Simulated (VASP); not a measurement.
# SrLiH3 (Pm-3m) in VASP: a series of runs

The runs below take SrLiH3 through single point, with PBEsol.

Program: VASP 6.6.1. These are calculated values, not measurements. Logs are shortened: lines on timing, memory, paths and dates and some standing lists are left out, and cuts for length are marked.

### 1 The cell of the first run

The structure is cubic, space group Pm-3m (No. 221). Conventional cell: a = 4.631 Å, b = 4.631 Å, c = 4.631 Å, α = 90.00°, β = 90.00°, γ = 90.00°. Li (site symmetry m-3m) has 12 H at 3.27 Å and 8 Sr at 4.01 Å within 4.3 Å. Within 3.1 Å of Sr (site symmetry m-3m) lie 6 H at 2.32 Å. H (site symmetry 4/mmm) has 2 Sr at 2.32 Å within 3.1 Å.

### 2 Single point, PBEsol

Contents of INCAR:

```
  PREC = Accurate
  ENCUT = 520
  EDIFF = 1E-7
  ISMEAR = 0
  SIGMA = 0.01
  LREAL = False
  LASPH = True
  NELM = 100
  ALGO = Normal
  ISIF = 2
  LWAVE = False
  LCHARG = True
  GGA = PS
  LELF = True
  LVHAR = True
  NBANDS = 16
```

Contents of KPOINTS:

```
regular mesh
0
Gamma
  5 5 5
```

Contents of POSCAR:

```
SrLiH3
1.0
    4.6307910000      0.0000000000      0.0000000000
    0.0000000000      4.6307910000      0.0000000000
    0.0000000000      0.0000000000      4.6307910000
Li Sr H
1 1 3
Direct
    0.0000000000      0.0000000000      0.0000000000
    0.5000000000      0.5000000000      0.5000000000
    0.0000000000      0.5000000000      0.5000000000
    0.5000000000      0.0000000000      0.5000000000
    0.5000000000      0.5000000000      0.0000000000
```

Potentials or basis: VASP PAW PBE potentials, release 64 (Li_sv, Sr_sv, H).

Started as:

```bash
cat potpaw_PBE.64/Li_sv/POTCAR potpaw_PBE.64/Sr_sv/POTCAR potpaw_PBE.64/H/POTCAR > POTCAR
mpirun -np 1 vasp_std > vasp.out
```

OUTCAR:

```text
PREC = Accurate
   ENCUT = 520
   EDIFF = 1E-7
   ISMEAR = 0
   LREAL = False
   LASPH = True
   NELM = 100
   ISIF = 2
   GGA = PS

 ion  position               nearest neighbor table
   1  0.000  0.000  0.000-
   2  0.500  0.500  0.500-   3 2.32   4 2.32   5 2.32   5 2.32   4 2.32   3 2.32
   3  0.000  0.500  0.500-   2 2.32   2 2.32
   4  0.500  0.000  0.500-   2 2.32   2 2.32
   5  0.500  0.500  0.000-   2 2.32   2 2.32

  LATTYP: Found a simple cubic cell.
 ALAT       =     4.6307910000

  Lattice vectors:

 A1 = (   4.6307910000,   0.0000000000,   0.0000000000)
 A2 = (   0.0000000000,   4.6307910000,   0.0000000000)
 A3 = (   0.0000000000,   0.0000000000,   4.6307910000)

Analysis of symmetry for initial positions (statically):
=====================================================================
 Subroutine PRICEL returns:
 Original cell was already a primitive cell.

 Routine SETGRP: Setting up the symmetry group for a
 simple cubic supercell.

 Subroutine GETGRP returns: Found 48 space group operations
 (whereof 48 operations were pure point group operations)
 out of a pool of 48 trial point group operations.

The static configuration has the point symmetry O_h .

Analysis of symmetry for dynamics (positions and initial velocities):
=====================================================================
 Subroutine PRICEL returns:
 Original cell was already a primitive cell.

 Routine SETGRP: Setting up the symmetry group for a
 simple cubic supercell.

 Subroutine GETGRP returns: Found 48 space group operations
 (whereof 48 operations were pure point group operations)
 out of a pool of 48 trial point group operations.

The dynamic configuration has the point symmetry O_h .

 Subroutine INISYM returns: Found 48 space group operations
 (whereof 48 operations are pure point group operations),
 and found     1 'primitive' translations

----------------------------------------------------------------------------------------

                                     Primitive cell

  volume of cell :      99.3037

  direct lattice vectors                    reciprocal lattice vectors
     4.630791000  0.000000000  0.000000000     0.215945829  0.000000000  0.000000000
     0.000000000  4.630791000  0.000000000     0.000000000  0.215945829  0.000000000
[... 76 lines left out ...]
   EDIFF  = 0.1E-06   stopping-criterion for ELM
   LREAL  =      F    real-space projection
   EDIFFG = 0.1E-05   stopping-criterion for IOM
   NSW    =      0    number of steps for IOM
   IBRION =     -1    ionic relax: 0-MD 1-quasi-New 2-CG
   NFREE  =      0    steps in history (QN), initial steepest desc. (CG)
   ISIF   =      2    stress and relaxation
   ISYM   =      2    0-nonsym 1-usesym 2-fastsym
   POTIM  = 0.5000    time-step for ionic-motion
   TEBEG  =    0.0;   TEEND  =   0.0 temperature during run
   PSTRESS=    0.0 pullay stress
   NELECT =      16.0000    total number of electrons
   NUPDOWN=      -1.0000    fix difference up-down
   EMIN   =  10.00;   EMAX   =-10.00  energy-range for DOS
   EFERMI =   0.00;   METHOD = LEGACY
   ISMEAR =     0;   SIGMA  =   0.01  broadening in eV -4-tet -1-fermi 0-gaus
   EFERMI_NEDOS =   21; number of points for ismear=-14 and -15
   IALGO  =     38    algorithm
   IMIX   =      4    mixing-type and parameters
     AMIX     =   0.40;   BMIX     =  1.00
     AMIX_MAG =   1.60;   BMIX_MAG =  1.00
  volume/ion in A,a.u.               =      19.86       134.03
  Fermi-wavevector in a.u.,A,eV,Ry     =   0.890826  1.683417 10.797193  0.793571
  Thomas-Fermi vector in A             =   2.012567
   LORBIT       =      0    0 simple, 1 ext, 2 COOP (PROOUT), +10 PAW based schemes
   GGA     = PS    functional components
   LHFCALC =     F    Hartree Fock is set to
   AEXX    =    0.0000 exact exchange contribution
   IVDW    =     0    specifies the selected vdW correction
   LEPSILON=     F    determine dielectric tensor
   LRPA    =     F    only Hartree local field effects (RPA)
 non-spin polarized calculation
 Gauss-broadening in eV      SIGMA  =   0.01
  energy-cutoff  :      520.00
  volume of cell :       99.30
 maximum number of plane-waves:      2721
 NGX is ok and might be reduce to    36
   NGX = 17   NGY = 17   NGZ = 17

 number of electron      16.0000001 magnetization

 Free energy of the ion-electron system (eV)
  ---------------------------------------------------
  ext. energy  EPLUGINS =         0.00000000
  ---------------------------------------------------
  free energy    TOTEN  =       -13.84236901 eV

  energy without entropy =      -13.84236901  energy(sigma->0) =      -13.84236901

 E-fermi :  -1.4323     XC(G=0):  -6.9253

 val. band max:       -1.6253213881   @ k =   0.4000   0.4000   0.4000
 cond. band min:       0.5101747015   @ k =   0.4000   0.4000   0.0000
 fundamental gap:      2.1354960896
 Fermi energy:        -1.4323462881

 k-point     1 :       0.0000    0.0000    0.0000
  band No.  band energies     occupation
      1     -48.4242      2.00000
      2     -34.3445      2.00000
      3     -16.4292      2.00000
      4     -16.4292      2.00000
      5     -16.4292      2.00000
      6      -4.6554      2.00000
[... 167 lines left out ...]
      3     -16.5192      2.00000
      4     -16.5186      2.00000
      5     -16.5186      2.00000
      6      -1.9967      2.00000
[... 8 lines left out ...]
     15       5.8327      0.00000
     16       6.9287      0.00000

------------------------ aborting loop because EDIFF is reached ----------------------------------------

  FORCE on cell =-STRESS in cart. coord.  units (eV):
  Direction    XX          YY          ZZ          XY          YZ          ZX
  --------------------------------------------------------------------------------------
  -------------------------------------------------------------------------------------
  Total       -0.3295988     -0.3295988     -0.3295988     -0.0000000     -0.0000000      0.0000000
  in kB       -5.3177836     -5.3177836     -5.3177836     -0.0000000     -0.0000000      0.0000000
  external PRESSURE =      -5.3177836 kB  Pullay stress =       0.0000000 kB

 VOLUME and BASIS-vectors are now :
 -----------------------------------------------------------------------------
  energy-cutoff  :      520.00
  volume of cell :       99.30
      direct lattice vectors                 reciprocal lattice vectors
     4.630791000  0.000000000  0.000000000     0.215945829  0.000000000  0.000000000
     0.000000000  4.630791000  0.000000000     0.000000000  0.215945829  0.000000000
     0.000000000  0.000000000  4.630791000     0.000000000  0.000000000  0.215945829

 POSITION                                       TOTAL-FORCE (eV/Angst)
 -----------------------------------------------------------------------------------
      0.00000      0.00000      0.00000         0.000000      0.000000      0.000000
      2.31540      2.31540      2.31540         0.000000      0.000000      0.000000
      0.00000      2.31540      2.31540         0.000000      0.000000      0.000000
      2.31540      0.00000      2.31540         0.000000      0.000000      0.000000
      2.31540      2.31540      0.00000         0.000000      0.000000      0.000000
 -----------------------------------------------------------------------------------
    total drift:                                0.000000      0.000000      0.000000

  FREE ENERGIE OF THE ION-ELECTRON SYSTEM (eV)
  ---------------------------------------------------
  free  energy   TOTEN  =       -13.8423690105 eV

  energy  without entropy=      -13.8423690105  energy(sigma->0) =      -13.84236901
```

OSZICAR:

```text
N       E                     dE             d eps       ncg     rms          rms(c)
DAV:   1     0.613565729011E+02    0.61357E+02   -0.59468E+03   320   0.862E+02
DAV:   2    -0.934178475746E+01   -0.70698E+02   -0.65972E+02   432   0.174E+02
DAV:   3    -0.155505267206E+02   -0.62087E+01   -0.61867E+01   608   0.428E+01
DAV:   4    -0.156067228882E+02   -0.56196E-01   -0.56191E-01   384   0.490E+00
DAV:   5    -0.156077945679E+02   -0.10717E-02   -0.10716E-02   544   0.505E-01    0.247E+01
DAV:   6    -0.142503974748E+02    0.13574E+01   -0.66501E-01   376   0.352E+00    0.143E+01
DAV:   7    -0.138544187042E+02    0.39598E+00   -0.10388E+00   400   0.456E+00    0.218E+00
DAV:   8    -0.138423699187E+02    0.12049E-01   -0.15798E-01   384   0.168E+00    0.880E-01
DAV:   9    -0.138430479043E+02   -0.67799E-03   -0.53658E-03   408   0.422E-01    0.198E-01
DAV:  10    -0.138425578464E+02    0.49006E-03   -0.27015E-03   416   0.239E-01    0.284E-01
DAV:  11    -0.138423646360E+02    0.19321E-03   -0.53958E-04   400   0.998E-02    0.363E-02
DAV:  12    -0.138423731122E+02   -0.84762E-05   -0.84725E-05   440   0.444E-02    0.751E-02
DAV:  13    -0.138423704251E+02    0.26871E-05   -0.69373E-06   424   0.140E-02    0.363E-02
DAV:  14    -0.138423688233E+02    0.16017E-05   -0.36838E-06   392   0.899E-03    0.118E-02
DAV:  15    -0.138423689540E+02   -0.13065E-06   -0.23966E-07   448   0.292E-03    0.347E-03
DAV:  16    -0.138423690105E+02   -0.56553E-07   -0.16883E-08   208   0.757E-04
   1 F= -.13842369E+02 E0= -.13842369E+02  d E =-.134903-164
```

stdout:

```text
POSCAR found type information on POSCAR LiSrH
 POSCAR found :  3 types and       5 ions
 scaLAPACK will be used
 -----------------------------------------------------------------------------
|                                                                             |
|                                                                             |
|     You enforced a specific xc type in the INCAR file but a different       |
|     I HOPE YOU KNOW WHAT YOU ARE DOING!                                     |
|                                                                             |
 -----------------------------------------------------------------------------

 LDA part: xc-table for (Slater+PW92), standard interpolation
 POSCAR, INCAR and KPOINTS ok, starting setup
 FFT: planning ... GRIDC
 FFT: planning ... GRID_SOFT
 FFT: planning ... GRID
 WAVECAR not read
 entering main loop
```

It took 16 s on 1 thread of Intel Xeon Platinum 8488C (Sapphire Rapids), shared host; peak memory 0.21 GiB.

What came out:

```
Free energy            : -13.8424 eV
Band gap on the k mesh : 2.14 eV, indirect (least direct gap 2.49 eV)
```

Levels at points of the mesh, in eV from the valence-band top:
```tsv
k point	band 5	band 6	band 7	band 8	band 9	band 10	band 11	band 12
(0.00, 0.00, 0.00)	-14.80	-3.03	-0.81	-0.81	5.26	5.26	5.26	5.35
```

Caveat: the cutoff is under 1.25 times the usual one of these potentials, so pressure, stress and relaxed cells hold a basis-set (Pulay) error; the PAW data sets were made with another functional, which shifts forces and pressure a little. PBEsol gaps usually lie below the measured ones, often by a third to a half.

### 3 Single point, PBEsol

Contents of INCAR:

```
SYSTEM = SrLiH3
  PREC = Accurate
  ENCUT = 520
  EDIFF = 1E-6
  ISMEAR = 0
  SIGMA = 0.01
  LREAL = .False.
  LASPH = .True.
  NELM = 100
  ALGO = Normal
  ISIF = 2
  LWAVE = .False.
  LCHARG = .False.
  GGA = PS
  NBANDS = 16
```

Contents of KPOINTS:

```
Automatic mesh
0
Gamma
  6 6 6
  0 0 0
```

POSCAR is that of step 2.

Potentials or basis: VASP PAW PBE potentials, release 64 (Li_sv, Sr_sv, H).

Started as:

```bash
cat potpaw_PBE.64/Li_sv/POTCAR potpaw_PBE.64/Sr_sv/POTCAR potpaw_PBE.64/H/POTCAR > POTCAR
mpirun -np 1 vasp_std > vasp.out
```

Run time: 25 s. Hardware: 1 thread of Intel Xeon Platinum 8488C (Sapphire Rapids), shared host; peak memory 0.22 GiB.

Results (log left out):

```
Free energy            : -13.8426 eV
Band gap on the k mesh : 1.70 eV, indirect (least direct gap 2.14 eV)
```

Levels at points of the mesh, in eV from the valence-band top:
| k point | band 5 | band 6 | band 7 | band 8 | band 9 | band 10 | band 11 | band 12 |
| --- | --- | --- | --- | --- | --- | --- | --- | --- |
| (0.00, 0.00, 0.00) | -14.95 | -3.17 | -0.95 | -0.95 | 5.11 | 5.11 | 5.11 | 5.21 |
| (0.50, 0.00, 0.00) | -14.94 | -2.31 | -0.90 | -0.81 | 3.90 | 4.53 | 4.53 | 6.00 |
| (0.50, 0.50, 0.00) | -14.94 | -1.40 | -0.44 | -0.44 | 1.70 | 5.09 | 5.09 | 5.49 |
| (0.50, 0.50, 0.50) | -15.04 | 0.00 | 0.00 | 0.00 | 2.31 | 2.31 | 2.31 | 4.42 |

Caveat: the cutoff is under 1.25 times the usual one of these potentials, so pressure, stress and relaxed cells hold a basis-set (Pulay) error; the PAW data sets were made with another functional, which shifts forces and pressure a little.
